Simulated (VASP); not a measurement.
# K (P6/mmm) in VASP: further runs, part 2 of 2

VASP 6.6.1. The steps go on from the part before.

## Step 3: Single point, PBEsol

This run uses another cell than the first one, of 73.19 Å³/atom.

INCAR

```
SYSTEM = K
PREC     = Accurate       ! precision mode
ENCUT    = 520            ! plane-wave cutoff, eV
EDIFF    = 1E-7           ! SCF threshold, eV
ISMEAR   = 0              ! smearing method
SIGMA    = 0.1            ! smearing width, eV
LREAL    = .FALSE.        ! projectors in reciprocal space
LASPH    = .TRUE.         ! aspherical terms in the spheres
NELM     = 100            ! most SCF steps
ALGO     = Fast           ! electronic algorithm
ISIF     = 2              ! what is computed and relaxed
LWAVE    = .FALSE.        ! write WAVECAR
LCHARG   = .FALSE.        ! write CHGCAR
GGA      = PS             ! functional
NBANDS   = 10             ! bands
```

KPOINTS

```
Automatic mesh
0
G
  15 15 14
  0 0 0
```

POSCAR

```
K
1.0
    4.4778328487      0.0000000000      0.0000000000
   -2.2389164244      3.8779170008      0.0000000000
    0.0000000000      0.0000000000      4.2147430989
K
1
Direct
    0.0000000000      0.0000000000      0.0000000000
```

Potentials or basis: VASP PAW PBE potentials, release 64 (K_sv).

Command:

```console
$ cat potpaw_PBE.64/K_sv/POTCAR > POTCAR
$ mpirun -np 1 vasp_std > vasp.out
```

OUTCAR:

```text
SYSTEM = K
   PREC = Accurate
   ENCUT = 520
   EDIFF = 1E-7
   ISMEAR = 0
   LREAL = .FALSE.
   LASPH = .TRUE.
   NELM = 100
   ISIF = 2
   GGA = PS

 ion  position               nearest neighbor table
   1  0.000  0.000  0.000-

  LATTYP: Found a hexagonal cell.
 ALAT       =     4.4778328487
 C/A-ratio  =     0.9412461879

  Lattice vectors:

 A1 = (   4.4778328487,   0.0000000000,   0.0000000000)
 A2 = (  -2.2389164244,   3.8779170008,   0.0000000000)
 A3 = (   0.0000000000,   0.0000000000,   4.2147430989)

Analysis of symmetry for initial positions (statically):
=====================================================================
 Subroutine PRICEL returns:
 Original cell was already a primitive cell.

 Routine SETGRP: Setting up the symmetry group for a
 hexagonal supercell.

 Subroutine GETGRP returns: Found 24 space group operations
 (whereof 24 operations were pure point group operations)
 out of a pool of 24 trial point group operations.

The static configuration has the point symmetry D_6h.

Analysis of symmetry for dynamics (positions and initial velocities):
=====================================================================
 Subroutine PRICEL returns:
 Original cell was already a primitive cell.

 Routine SETGRP: Setting up the symmetry group for a
 hexagonal supercell.

 Subroutine GETGRP returns: Found 24 space group operations
 (whereof 24 operations were pure point group operations)
 out of a pool of 24 trial point group operations.

The dynamic configuration has the point symmetry D_6h.

 Subroutine INISYM returns: Found 24 space group operations
 (whereof 24 operations are pure point group operations),
 and found     1 'primitive' translations

----------------------------------------------------------------------------------------
[... 114 lines left out ...]
  Thomas-Fermi vector in A             =   1.923943
   LORBIT       =      0    0 simple, 1 ext, 2 COOP (PROOUT), +10 PAW based schemes
   GGA     = PS    functional components
   LHFCALC =     F    Hartree Fock is set to
   AEXX    =    0.0000 exact exchange contribution
   IVDW    =     0    specifies the selected vdW correction
   LEPSILON=     F    determine dielectric tensor
   LRPA    =     F    only Hartree local field effects (RPA)
 non-spin polarized calculation
 RMM-DIIS sequential band-by-band and
 Gauss-broadening in eV      SIGMA  =   0.10
  energy-cutoff  :      520.00
  volume of cell :       73.19
 maximum number of plane-waves:      2001
 NGX is ok and might be reduce to    36
   NGX = 17   NGY = 17   NGZ = 15

 number of electron       8.9999999 magnetization

 Free energy of the ion-electron system (eV)
  ---------------------------------------------------
  ext. energy  EPLUGINS =         0.00000000
  ---------------------------------------------------
  free energy    TOTEN  =        -1.07600838 eV

  energy without entropy =       -1.07242772  energy(sigma->0) =       -1.07421805

 E-fermi :  -0.1325     XC(G=0):  -5.7055

 val. band max:       -0.1503675104   @ k =   0.3333   0.0667   0.2857
 cond. band min:      -0.1323547409   @ k =   0.4000   0.0667   0.1429
 fundamental gap:      0.0180127695
 Fermi energy:        -0.1325270861

 k-point     1 :       0.0000    0.0000    0.0000
  band No.  band energies     occupation
      1     -32.2279      2.00000
      2     -15.7290      2.00000
      3     -15.7290      2.00000
      4     -15.7277      2.00000
      5      -2.3112      2.00000
      6       2.8520      0.00000
      7       4.0545      0.00000
      8       4.0545      0.00000
      9       6.2881      0.00000
     10       6.4303      0.00000
[... 287 lines left out ...]
 k-point    24 :       0.4000    0.2000    0.0000
  band No.  band energies     occupation
      1     -32.2225      2.00000
      2     -15.8043      2.00000
      3     -15.7678      2.00000
      4     -15.7179      2.00000
      5       0.4977      0.00000
      6       0.5203      0.00000
      7       2.1275      0.00000
      8       4.8897      0.00000
      9       5.1901      0.00000
     10       5.5541      0.00000

 [... further k-points ...]

------------------------ aborting loop because EDIFF is reached ----------------------------------------

  FORCE on cell =-STRESS in cart. coord.  units (eV):
  Direction    XX          YY          ZZ          XY          YZ          ZX
  --------------------------------------------------------------------------------------
  -------------------------------------------------------------------------------------
  Total        0.0050479      0.0050479     -0.0040753     -0.0000000      0.0000000     -0.0000000
  in kB        0.1105061      0.1105061     -0.0892146     -0.0000000      0.0000000     -0.0000000
  external PRESSURE =       0.0439325 kB  Pullay stress =       0.0000000 kB

 VOLUME and BASIS-vectors are now :
 -----------------------------------------------------------------------------
  energy-cutoff  :      520.00
  volume of cell :       73.19
      direct lattice vectors                 reciprocal lattice vectors
     4.477832849  0.000000000  0.000000000     0.223322315  0.128935199  0.000000000
    -2.238916424  3.877917001  0.000000000     0.000000000  0.257870398  0.000000000
     0.000000000  0.000000000  4.214743099     0.000000000  0.000000000  0.237262385

 POSITION                                       TOTAL-FORCE (eV/Angst)
 -----------------------------------------------------------------------------------
      0.00000      0.00000      0.00000         0.000000      0.000000      0.000000
 -----------------------------------------------------------------------------------
    total drift:                                0.000000     -0.000000     -0.000000

  FREE ENERGIE OF THE ION-ELECTRON SYSTEM (eV)
  ---------------------------------------------------
  free  energy   TOTEN  =        -1.0760083777 eV

  energy  without entropy=       -1.0724277172  energy(sigma->0) =       -1.07421805
```

OSZICAR:

```text
N       E                     dE             d eps       ncg     rms          rms(c)
DAV:   1     0.457610730522E+02    0.45761E+02   -0.35722E+03  4320   0.687E+02
DAV:   2     0.563425398959E+00   -0.45198E+02   -0.44491E+02  4642   0.190E+02
DAV:   3    -0.101330489302E+01   -0.15767E+01   -0.15708E+01  6458   0.286E+01
DAV:   4    -0.107803735559E+01   -0.64732E-01   -0.64558E-01  6152   0.483E+00
DAV:   5    -0.107971320698E+01   -0.16759E-02   -0.16714E-02  6528   0.582E-01    0.193E+00
RMM:   6    -0.107696514024E+01    0.27481E-02   -0.28346E-03  5898   0.390E-01    0.128E+00
RMM:   7    -0.107594113224E+01    0.10240E-02   -0.67732E-03  6001   0.511E-01    0.100E-01
RMM:   8    -0.107596796036E+01   -0.26828E-04   -0.11506E-03  6442   0.317E-01    0.396E-02
RMM:   9    -0.107600371984E+01   -0.35759E-04   -0.17506E-04  6976   0.889E-02    0.196E-02
RMM:  10    -0.107600530175E+01   -0.15819E-05   -0.70391E-05  7099   0.515E-02    0.846E-03
RMM:  11    -0.107600687291E+01   -0.15712E-05   -0.12767E-05  7777   0.194E-02    0.789E-03
RMM:  12    -0.107600785838E+01   -0.98547E-06   -0.46033E-06  7626   0.111E-02    0.273E-03
RMM:  13    -0.107600828262E+01   -0.42424E-06   -0.17434E-06  6877   0.666E-03    0.858E-04
RMM:  14    -0.107600837771E+01   -0.95086E-07   -0.83943E-07  6472   0.434E-03
   1 F= -.10760084E+01 E0= -.10742180E+01  d E =-.358066E-02
```

stdout:

```text
POSCAR found type information on POSCAR K
 POSCAR found :  1 types and       1 ions
 scaLAPACK will be used
 -----------------------------------------------------------------------------
|                                                                             |
|                                                                             |
|     You enforced a specific xc type in the INCAR file but a different       |
|     I HOPE YOU KNOW WHAT YOU ARE DOING!                                     |
|                                                                             |
 -----------------------------------------------------------------------------

 LDA part: xc-table for (Slater+PW92), standard interpolation
 POSCAR, INCAR and KPOINTS ok, starting setup
 FFT: planning ... GRIDC
 FFT: planning ... GRID_SOFT
 FFT: planning ... GRID
 WAVECAR not read
 entering main loop
WARNING in EDDRMM: call to ZHEGV failed, returncode =   8  4      5
WARNING in EDDRMM: call to ZHEGV failed, returncode =   8  4      8
WARNING in EDDRMM: call to ZHEGV failed, returncode =   6  3      7
WARNING in EDDRMM: call to ZHEGV failed, returncode =   8  4      9
```

Wall time 2.8 min (1 thread of Intel Xeon Platinum 8259CL at 2.50GHz (Skylake/Cascade Lake), shared host); peak memory 0.29 GiB.

What came out:

- Free energy: -1.0760 eV
- Pressure: 0.0 GPa
- Band gap on the k mesh: zero (an odd number of electrons rules out a gap without spin polarisation)

Caveat: the PAW data sets were made with another functional, which shifts forces and pressure a little.

## Step 4: Relaxation of cell and atoms, PBEsol

INCAR

```
ALGO = Fast
EDIFF = 1E-6
EDIFFG = -0.01
ENCUT = 600
GGA = PS
IBRION = 2
ISIF = 3
ISMEAR = 0
LASPH = T
LCHARG = F
LREAL = F
LWAVE = F
NELM = 80
NSW = 100
PREC = Accurate
SIGMA = 0.1
```

KPOINTS

```
k-points
0
Gamma
  15 15 14
```

POSCAR

```
K
1.0
    4.5808185515      0.0000000000      0.0000000000
   -2.2904092758      3.9671052357      0.0000000000
    0.0000000000      0.0000000000      4.2802023341
K
1
Direct
    0.0000000000      0.0000000000      0.0000000000
```

Command:

```console
$ cat potpaw_PBE.64/K_sv/POTCAR > POTCAR
$ mpirun -np 1 vasp_std > vasp.out
```

Run time: 19 min. Hardware: 1 thread of Intel Xeon Platinum 8259CL at 2.50GHz (Skylake/Cascade Lake), shared host; peak memory 0.37 GiB.

The run converged. Its results:

```
Free energy                           : -1.0761 eV
Relaxed volume                        : 73.34 Å³/atom
Relaxed cell                          : a = 4.486 Å, b = 4.486 Å, c = 4.209 Å, α = 90.00°, β = 90.00°, γ = 120.00°
Space group after relaxing (to 0.1 Å) : P6/mmm (No. 191)
Energy gained by relaxing             : 2.5 meV/atom
Ionic steps                           : 11
Pressure after relaxing               : 0.0 GPa
Band gap on the k mesh                : zero (an odd number of electrons rules out a gap without spin polarisation)
```

Step by step:
| step | energy change (eV) | largest force (eV/Å) | pressure (GPa) | volume (Å³) |
| --- | --- | --- | --- | --- |
| 1 | 0.0000 | 0.0000 | -0.17 | 77.78 |
| 2 | -0.0009 | 0.0000 | -0.07 | 76.86 |
| 3 | -0.0011 | 0.0000 | -0.13 | 76.66 |
| 4 | -0.0014 | 0.0000 | -0.12 | 76.25 |
| 5 | -0.0020 | 0.0000 | -0.10 | 75.43 |
| 6 | -0.0024 | 0.0000 | -0.02 | 73.82 |
| 7 | -0.0024 | 0.0000 | 0.03 | 73.40 |
| 8 | -0.0024 | 0.0000 | -0.02 | 73.67 |
| 9 | -0.0024 | 0.0000 | 0.00 | 73.53 |
| 10 | -0.0025 | 0.0000 | -0.01 | 73.49 |
| 11 | -0.0025 | 0.0000 | 0.01 | 73.34 |

Final structure:
```cif
data_structure
_symmetry_space_group_name_H-M 'P 1'
_symmetry_Int_Tables_number 1
_cell_length_a 4.4857
_cell_length_b 4.4857
_cell_length_c 4.2087
_cell_angle_alpha 90.000
_cell_angle_beta 90.000
_cell_angle_gamma 120.000
_cell_volume 73.34
loop_
_atom_site_label
_atom_site_type_symbol
_atom_site_fract_x
_atom_site_fract_y
_atom_site_fract_z
_atom_site_occupancy
K1 K 0.00000 0.00000 0.00000 1
```

Levels at points of the mesh, in eV from the Fermi level:
```tsv
k point	band 1	band 2	band 3	band 4	band 5	band 6	band 7	band 8
(0.00, 0.00, 0.00)	-32.10	-15.60	-15.60	-15.60	-2.18	2.99	4.18	4.18
(0.00, 0.00, 0.50)	-32.09	-15.70	-15.59	-15.59	-0.08	0.17	4.70	4.70
```

Caveat: the PAW data sets were made with another functional, which shifts forces and pressure a little.

## Step 5: The runs side by side

```csv
task,cell,k mesh,cutoff (eV),gap on the mesh (eV),pressure (GPa)
single point,"a = 4.581, b = 4.581, c = 4.280 Å, angles 90.0, 90.0, 120.0°, 1 atom",6 × 6 × 4,520,none,-0.2
single point,"a = 4.478, b = 4.478, c = 4.215 Å, angles 90.0, 90.0, 120.0°, 1 atom",15 × 15 × 14,520,none,0.0
relaxation of cell and atoms,"relaxed from a = 4.581, b = 4.581, c = 4.280 Å, angles 90.0, 90.0, 120.0°, 1 atom",15 × 15 × 14,600,none,0.0
```

Alike in all rows: level PBEsol; potentials or basis VASP PAW PBE potentials, release 64 (K_sv); no spin polarisation; smearing gaussian 0.1 eV.

Caveats: some runs use coarse meshes; the PAW data sets were made with another functional, which shifts forces and pressure a little.

Absolute energies hang on the potentials; compare differences alone.
